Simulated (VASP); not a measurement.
# LiF (Fm-3m) in VASP: notebook

The runs below take LiF through vibrations by perturbation theory, with PBEsol.

All numbers are computed with VASP 6.6.1; they aren't measurements. Logs are shortened: lines on timing, memory, paths and dates and some standing lists are left out, and cuts for length are marked.

## 1. The cell of the first run

Symmetry: Fm-3m, No. 225, cubic system. The conventional cell has a = 4.008 Å, b = 4.008 Å, c = 4.008 Å, α = 90.00°, β = 90.00°, γ = 90.00°. Li (site symmetry m-3m) has 6 F at 2.00 Å within 2.7 Å. Within 2.7 Å of F (site symmetry m-3m) lie 6 Li at 2.00 Å.

## 2. Vibrations by perturbation theory, PBEsol

INCAR reads:

```
SYSTEM = LiF
PREC = Accurate
ENCUT = 520
EDIFF = 1E-8
ISMEAR = 0
SIGMA = 0.01
LREAL = .FALSE.
LASPH = .TRUE.
NELM = 100
ALGO = Normal
ISIF = 2
LWAVE = .FALSE.
LCHARG = .FALSE.
GGA = PS
IBRION = 8
NSW = 1
```

KPOINTS reads:

```
regular mesh
0
G
  10 10 10
  0 0 0
```

POSCAR reads:

```
LiF
1.0
    0.0000000000      2.0039699822      2.0039699822
    2.0039699822      0.0000000000      2.0039699822
    2.0039699822      2.0039699822      0.0000000000
Li F
1 1
Direct
    0.0000000000      0.0000000000      0.0000000000
    0.5000000000      0.5000000000      0.5000000000
```

Potentials or basis: VASP PAW PBE potentials, release 64 (Li_sv, F).

Launch:

```sh
$ cat potpaw_PBE.64/Li_sv/POTCAR potpaw_PBE.64/F/POTCAR > POTCAR
$ mpirun -np 1 vasp_std > vasp.out
```

OUTCAR:

```text
SYSTEM = LiF
   PREC = Accurate
   ENCUT = 520
   EDIFF = 1E-8
   ISMEAR = 0
   LREAL = .FALSE.
   LASPH = .TRUE.
   NELM = 100
   ISIF = 2
   GGA = PS
   IBRION = 8
   NSW = 1

 ion  position               nearest neighbor table
   1  0.000  0.000  0.000-   2 2.00   2 2.00   2 2.00   2 2.00   2 2.00   2 2.00
   2  0.500  0.500  0.500-   1 2.00   1 2.00   1 2.00   1 2.00   1 2.00   1 2.00

  LATTYP: Found a face centered cubic cell.
 ALAT       =     4.0079399644

  Lattice vectors:

 A1 = (   0.0000000000,   2.0039699822,   2.0039699822)
 A2 = (   2.0039699822,   0.0000000000,   2.0039699822)
 A3 = (   2.0039699822,   2.0039699822,   0.0000000000)

Analysis of symmetry for initial positions (statically):
=====================================================================
 Subroutine PRICEL returns:
 Original cell was already a primitive cell.

 Routine SETGRP: Setting up the symmetry group for a
 face centered cubic supercell.

 Subroutine GETGRP returns: Found 48 space group operations
 (whereof 48 operations were pure point group operations)
 out of a pool of 48 trial point group operations.

The static configuration has the point symmetry O_h .

Analysis of symmetry for dynamics (positions and initial velocities):
=====================================================================
 Subroutine PRICEL returns:
 Original cell was already a primitive cell.

 Routine SETGRP: Setting up the symmetry group for a
 face centered cubic supercell.

 Subroutine GETGRP returns: Found 48 space group operations
 (whereof 48 operations were pure point group operations)
 out of a pool of 48 trial point group operations.

The dynamic configuration has the point symmetry O_h .

 Subroutine INISYM returns: Found 48 space group operations
 (whereof 48 operations are pure point group operations),
 and found     1 'primitive' translations

----------------------------------------------------------------------------------------

                                     Primitive cell

  volume of cell :      16.0955

  direct lattice vectors                    reciprocal lattice vectors
     0.000000000  2.003969982  2.003969982    -0.249504735  0.249504735  0.249504735
     2.003969982  0.000000000  2.003969982     0.249504735 -0.249504735  0.249504735
     2.003969982  2.003969982  0.000000000     0.249504735  0.249504735 -0.249504735

  length of vectors
     2.834041527  2.834041527  2.834041527     0.432154878  0.432154878  0.432154878

  position of ions in fractional coordinates (direct lattice)
     0.000000000  0.000000000  0.000000000
     0.500000000  0.500000000  0.500000000

  ion indices of the primitive-cell ions
   primitive index   ion index
                 1           1
                 2           2

----------------------------------------------------------------------------------------

 KPOINTS: regular mesh

Automatic generation of k-mesh.
 Grid dimensions read from file:
 generate k-points for:   10   10   10

 Generating k-lattice:

  Cartesian coordinates                     Fractional coordinates (reciprocal lattice)
    -0.024950474  0.024950474  0.024950474     0.100000000  0.000000000  0.000000000
     0.024950474 -0.024950474  0.024950474     0.000000000  0.100000000  0.000000000
     0.024950474  0.024950474 -0.024950474     0.000000000  0.000000000  0.100000000

  Length of vectors
     0.043215488  0.043215488  0.043215488

  Shift w.r.t. Gamma in fractional coordinates (k-lattice)
     0.000000000  0.000000000  0.000000000

 Subroutine IBZKPT returns following result:
 ===========================================

 Found     47 irreducible k-points:

 Following reciprocal coordinates:
            Coordinates               Weight
  0.000000  0.000000  0.000000      1.000000
  0.100000  0.000000  0.000000      8.000000
  0.200000  0.000000  0.000000      8.000000
  0.300000  0.000000  0.000000      8.000000
  0.400000  0.000000  0.000000      8.000000
  0.500000  0.000000  0.000000      4.000000
[... 16 lines left out ...]
  0.300000  0.300000  0.000000      6.000000
  0.400000  0.300000  0.000000     24.000000
 [... further k-points ...]
   k-points           NKPTS =     47   k-points in BZ     NKDIM =     47   number of bands    NBANDS=      9
   number of dos      NEDOS =    301   number of ions     NIONS =      2
   total plane-waves  NPLWV =  13824
   dimension x,y,z NGX =    24 NGY =   24 NGZ =   24
   dimension x,y,z NGXF=    48 NGYF=   48 NGZF=   48
   ions per type =               1   1
   NGX,Y,Z   is equivalent  to a cutoff of  14.08, 14.08, 14.08 a.u.
   NGXF,Y,Z  is equivalent  to a cutoff of  28.16, 28.16, 28.16 a.u.
 SYSTEM =  LiF
   PREC   = accura    normal or accurate (medium, high low for compatibility)
   ISTART =      0    job   : 0-new  1-cont  2-samecut
   ICHARG =      2    charge: 1-file 2-atom 10-const
   ISPIN  =      1    spin polarized calculation?
   LNONCOLLINEAR =      F non collinear calculations
   LSORBIT =      F    spin-orbit coupling
   LASPH  =      T    aspherical Exc in radial PAW
   ENCUT  =  520.0 eV  38.22 Ry    6.18 a.u.   5.27  5.27  5.27*2*pi/ulx,y,z
   NELM   =    100;   NELMIN=  2; NELMDL= -5     # of ELM steps
   EDIFF  = 0.1E-07   stopping-criterion for ELM
   LREAL  =      F    real-space projection
   EDIFFG = 0.1E-06   stopping-criterion for IOM
   NSW    =      1    number of steps for IOM
   IBRION =      8    ionic relax: 0-MD 1-quasi-New 2-CG
   NFREE  =      0    steps in history (QN), initial steepest desc. (CG)
   ISIF   =      2    stress and relaxation
   ISYM   =      2    0-nonsym 1-usesym 2-fastsym
   POTIM  = 0.5000    time-step for ionic-motion
   TEBEG  =    0.0;   TEEND  =   0.0 temperature during run
   PSTRESS=    0.0 pullay stress
   NELECT =      10.0000    total number of electrons
   NUPDOWN=      -1.0000    fix difference up-down
   EMIN   =  10.00;   EMAX   =-10.00  energy-range for DOS
   EFERMI =   0.00;   METHOD = LEGACY
   ISMEAR =     0;   SIGMA  =   0.01  broadening in eV -4-tet -1-fermi 0-gaus
   EFERMI_NEDOS =   21; number of points for ismear=-14 and -15
   IALGO  =     38    algorithm
   IMIX   =      4    mixing-type and parameters
     AMIX     =   0.40;   BMIX     =  1.00
     AMIX_MAG =   1.60;   BMIX_MAG =  1.00
  volume/ion in A,a.u.               =       8.05        54.31
  Fermi-wavevector in a.u.,A,eV,Ry     =   1.396927  2.639809 26.550466  1.951404
  Thomas-Fermi vector in A             =   2.520233
   LORBIT       =      0    0 simple, 1 ext, 2 COOP (PROOUT), +10 PAW based schemes
   GGA     = PS    functional components
   LHFCALC =     F    Hartree Fock is set to
   AEXX    =    0.0000 exact exchange contribution
   IVDW    =     0    specifies the selected vdW correction
   LEPSILON=     F    determine dielectric tensor
   LRPA    =     F    only Hartree local field effects (RPA)
 non-spin polarized calculation
 Gauss-broadening in eV      SIGMA  =   0.01
  energy-cutoff  :      520.00
  volume of cell :       16.10
 maximum number of plane-waves:       444
 NGX is ok and might be reduce to    24
   NGX = 11   NGY = 11   NGZ = 11

--------------------------------------- Ionic step        1  -------------------------------------------

 number of electron      10.0000000 magnetization

 number of electron       9.9999994 magnetization

 Free energy of the ion-electron system (eV)
  ---------------------------------------------------
  ext. energy  EPLUGINS =         0.00000000
  ---------------------------------------------------
  free energy    TOTEN  =        -9.85226406 eV

  energy without entropy =       -9.85226406  energy(sigma->0) =       -9.85226406

 E-fermi :  -0.9669     XC(G=0): -10.2776

 val. band max:       -1.0170083017   @ k =   0.0000   0.0000   0.0000
 cond. band min:       8.0384949053   @ k =   0.0000   0.0000   0.0000
 fundamental gap:      9.0555032071
 Fermi energy:        -0.9668978222

 k-point     1 :       0.0000    0.0000    0.0000
  band No.  band energies     occupation
      1     -41.1935      2.00000
      2     -20.9216      2.00000
      3      -1.0170      2.00000
      4      -1.0170      2.00000
      5      -1.0170      2.00000
      6       8.0385      0.00000
      7      23.0038      0.00000
      8      23.0038      0.00000
      9      23.0150      0.00000
[... 265 lines left out ...]
 k-point    24 :       0.4000    0.3000    0.0000
  band No.  band energies     occupation
      1     -41.1240      2.00000
      2     -20.3695      2.00000
      3      -3.4257      2.00000
      4      -1.9235      2.00000
      5      -1.8066      2.00000
      6      12.0350      0.00000
      7      15.6100      0.00000
      8      17.5471      0.00000
      9      19.1505      0.00000

 [... further k-points ...]
[... 5 lines left out ...]
  --------------------------------------------------------------------------------------
  -------------------------------------------------------------------------------------
  Total       -0.0275509     -0.0275509     -0.0275509      0.0000000     -0.0000000      0.0000000
  in kB       -2.7424727     -2.7424727     -2.7424727      0.0000000     -0.0000000      0.0000000
  external PRESSURE =      -2.7424727 kB  Pullay stress =       0.0000000 kB

 VOLUME and BASIS-vectors are now :
 -----------------------------------------------------------------------------
  energy-cutoff  :      520.00
  volume of cell :       16.10
      direct lattice vectors                 reciprocal lattice vectors
     0.000000000  2.003969982  2.003969982    -0.249504735  0.249504735  0.249504735
     2.003969982  0.000000000  2.003969982     0.249504735 -0.249504735  0.249504735
     2.003969982  2.003969982  0.000000000     0.249504735  0.249504735 -0.249504735

 POSITION                                       TOTAL-FORCE (eV/Angst)
 -----------------------------------------------------------------------------------
      0.00000      0.00000      0.00000        -0.000000      0.000000     -0.000000
      2.00397      2.00397      2.00397         0.000000     -0.000000      0.000000
 -----------------------------------------------------------------------------------
    total drift:                               -0.000000     -0.000000      0.000000

  FREE ENERGIE OF THE ION-ELECTRON SYSTEM (eV)
  ---------------------------------------------------
  free  energy   TOTEN  =        -9.8522640647 eV

  energy  without entropy=       -9.8522640647  energy(sigma->0) =       -9.85226406

[... ionic steps 2 to 3 ...]

--------------------------------------- Ionic step        4  -------------------------------------------

------------------------ aborting loop because EDIFF is reached ----------------------------------------

[... ionic steps 5 to 6 ...]

--------------------------------------- Ionic step        7  -------------------------------------------

 Free energy of the ion-electron system (eV)
  ---------------------------------------------------
  ---------------------------------------------------
  free energy    TOTEN  =        -0.51856201 eV

  energy without entropy =       -0.51856201

------------------------ aborting loop because EDIFF is reached ----------------------------------------

 INTERNAL STRAIN TENSOR  FOR ION    2  DIRECTION 1   (eV/Angst):
 -----------------------------------------------------------------------------
     0.00619  0.00000  0.00000
     0.00000  0.00517  0.00000
    -0.00000  0.00000  0.00517

 INTERNAL STRAIN TENSOR FOR ION    2 for displacements in x,y,z  (eV/Angst):
          X           Y           Z          XY          YZ          ZX
  --------------------------------------------------------------------------------
  x     0.00000     0.00000     0.00000     0.00000     0.00000     0.00000
  y     0.00000     0.00000     0.00000     0.00000     0.00000     0.00000
  z     0.00000     0.00000     0.00000     0.00000     0.00000     0.00000

 SECOND DERIVATIVES (NOT SYMMETRIZED)
 ------------------------------------
               1X          1Y          1Z          2X          2Y          2Z
  1X    -1.815885    0.000000    0.000000    1.815885    0.000000    0.000000
  1Y     0.000000   -1.815885    0.000000    0.000000    1.815885    0.000000
  1Z     0.000000    0.000000   -1.815885    0.000000    0.000000    1.815885
  2X     1.830377    0.000000    0.000000   -1.830377    0.000000    0.000000
  2Y     0.000000    1.830377    0.000000    0.000000   -1.830377    0.000000
  2Z     0.000000    0.000000    1.830377    0.000000    0.000000   -1.830377

 Eigenvectors and eigenvalues of the dynamical matrix
 ----------------------------------------------------

   1 f  =    9.319716 THz    58.557505 2PiTHz  310.872277 cm-1    38.543233 meV
             X         Y         Z           dx          dy          dz
      0.000000  0.000000  0.000000     0.853755   -0.000000    0.000000
      2.003970  2.003970  2.003970    -0.520674    0.000000    0.000000
[... 21 lines left out ...]
   6 f/i=    0.016466 THz     0.103458 2PiTHz    0.549242 cm-1     0.068097 meV
             X         Y         Z           dx          dy          dz
      0.000000  0.000000  0.000000    -0.454943   -0.152686   -0.202028
      2.003970  2.003970  2.003970    -0.745975   -0.250362   -0.331268

--------------------------------------------------------------------------------------------------------

 ELASTIC MODULI CONTR FROM IONIC RELAXATION (kBar)
 Direction    XX          YY          ZZ          XY          YZ          ZX
 --------------------------------------------------------------------------------
 XX           0.0000      0.0000      0.0000      0.0000      0.0000      0.0000
 YY           0.0000      0.0000      0.0000      0.0000      0.0000      0.0000
 ZZ           0.0000      0.0000      0.0000      0.0000      0.0000      0.0000
 XY           0.0000      0.0000      0.0000      0.0000      0.0000      0.0000
 YZ           0.0000      0.0000      0.0000      0.0000      0.0000      0.0000
 ZX           0.0000      0.0000      0.0000      0.0000      0.0000      0.0000
 --------------------------------------------------------------------------------
```

Wall time 24 s (1 thread of Intel Xeon 6975P-C (Granite Rapids), shared host); peak memory 0.17 GiB.

Results:

```yaml
Highest_phonon_frequency_at_Γ_LO-TO_splitting_left_out: 311 cm⁻¹
```

Phonon frequencies in cm⁻¹ (negative: imaginary):
```
              q point           frequencies
(0.000, 0.000, 0.000)  -1 -1 -1 311 311 311
```

Caveat: the cutoff is under 1.25 times the usual one of these potentials, so pressure, stress and relaxed cells hold a basis-set (Pulay) error; the PAW data sets were made with another functional, which shifts forces and pressure a little.

[end of part 1 of 3]
